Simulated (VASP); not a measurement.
Here is a VASP 6.6.1 calculation.

The input POSCAR:

```
MgO
1.0
    0.0964555237      2.0903613184      2.0903613184
    2.0903613184      0.0964555237      2.0903613184
    2.0903613184      2.0903613184      0.0964555237
Mg O
1 1
Direct
    0.0000000000      0.0000000000      0.0000000000
    0.5000000000      0.5000000000      0.5000000000
```

INCAR.step1

```
SYSTEM = MgO
ALGO = Normal ; EDIFF = 1E-5
ENCUT = 750 ; GGA = PE
GGA_COMPAT = .FALSE. ; ISMEAR = 0
LASPH = .TRUE. ; LCHARG = .FALSE.
LREAL = .FALSE. ; LWAVE = .TRUE.
NBANDS = 15 ; NELM = 120
PREC = Accurate ; SIGMA = 0.01
```

The input INCAR.step2:

```
SYSTEM = MgO
ALGO = Normal ; EDIFF = 1E-6
ENCUT = 750 ; GGA_COMPAT = .FALSE.
ISIF = 2 ; ISMEAR = 0
ISTART = 1 ; LASPH = .TRUE.
LCHARG = .FALSE. ; LMIXTAU = .TRUE.
LREAL = .FALSE. ; LWAVE = .FALSE.
METAGGA = R2SCAN ; NBANDS = 15
NELM = 120 ; PREC = Accurate
SIGMA = 0.01
```

File KPOINTS:

```
k-points
0
G
  10 10 10
  0 0 0
```

Potentials or basis: VASP PAW PBE potentials, release 64 (Mg_sv, O).

Run with:

```bash
$ cat potpaw_PBE.64/Mg_sv/POTCAR potpaw_PBE.64/O/POTCAR > POTCAR
$ cp INCAR.step1 INCAR
$ mpirun -np 1 vasp_std > vasp.out
$ cp INCAR.step2 INCAR
$ mpirun -np 1 vasp_std > vasp.out
```

**Question.** What does it give for the band gap on the k mesh?

**Answer.** 6.32 eV.

**Question.** What does it give for the pressure?

**Answer.** 17.7 GPa.

Stress tensor (GPa, compression positive):
```
17.73 -8.85 -8.85
-8.85 17.73 -8.85
-8.85 -8.85 17.73
```

Caveat: the cell differs from its parent crystal (epitaxial 111 strain -5.2%); the cell stands under pressure; the PAW data sets were made with another functional, which shifts forces and pressure a little.
